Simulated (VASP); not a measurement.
A run of VASP 6.6.1:

Contents of POSCAR:

```
Sn3Se
1.0
    0.0000000000      3.7331380000      3.7331380000
    3.7331380000      0.0000000000      3.7331380000
    3.7331380000      3.7331380000      0.0000000000
Sn Se
3 1
Direct
    0.5000000000      0.5000000000      0.5000000000
    0.7500000000      0.7500000000      0.7500000000
    0.2500000000      0.2500000000      0.2500000000
    0.0000000000      0.0000000000      0.0000000000
```

File INCAR.step1:

```
ALGO = Normal ; EDIFF = 1E-5
ENCUT = 440 ; GGA = PE
GGA_COMPAT = F ; ISIF = 2
ISMEAR = -1 ; LASPH = T
LREAL = F ; LWAVE = T
NBANDS = 32 ; NELM = 120
PREC = Accurate ; SIGMA = 0.05
```

File INCAR.step2:

```
AEXX = 0.25 ; ALGO = Normal
EDIFF = 1E-6 ; ENCUT = 440
GGA_COMPAT = F ; ISIF = 2
ISMEAR = -1 ; ISTART = 1
LASPH = T ; LCHARG = T
LELF = T ; LHFCALC = T
LMIXTAU = T ; LREAL = F
LVHAR = T ; LWAVE = F
METAGGA = R2SCAN ; NBANDS = 32
NELM = 120 ; PREC = Accurate
PRECFOCK = Normal ; SIGMA = 0.05
```

KPOINTS

```
k-points
0
Gamma
  4 4 4
```

Potentials or basis: VASP PAW PBE potentials, release 64 (Sn_d, Se).

The run is started by

```bash
$ cat potpaw_PBE.64/Sn_d/POTCAR potpaw_PBE.64/Se/POTCAR > POTCAR
$ cp INCAR.step1 INCAR
$ mpirun -np 1 vasp_std > vasp.out
$ cp INCAR.step2 INCAR
$ mpirun -np 1 vasp_std > vasp.out
```

Hardware: 1 thread of Intel(R) Xeon(R) Platinum 8259CL CPU @ 2.50GHz (Skylake/Cascade Lake), with other jobs on the host.

**Question.** How long does it take, and how much memory?

**Answer.** Run time: 80 min on 1 thread of Intel(R) Xeon(R) Platinum 8259CL CPU @ 2.50GHz (Skylake/Cascade Lake), with other jobs on the host, peak memory 0.26 GiB. Counts: k points 8.
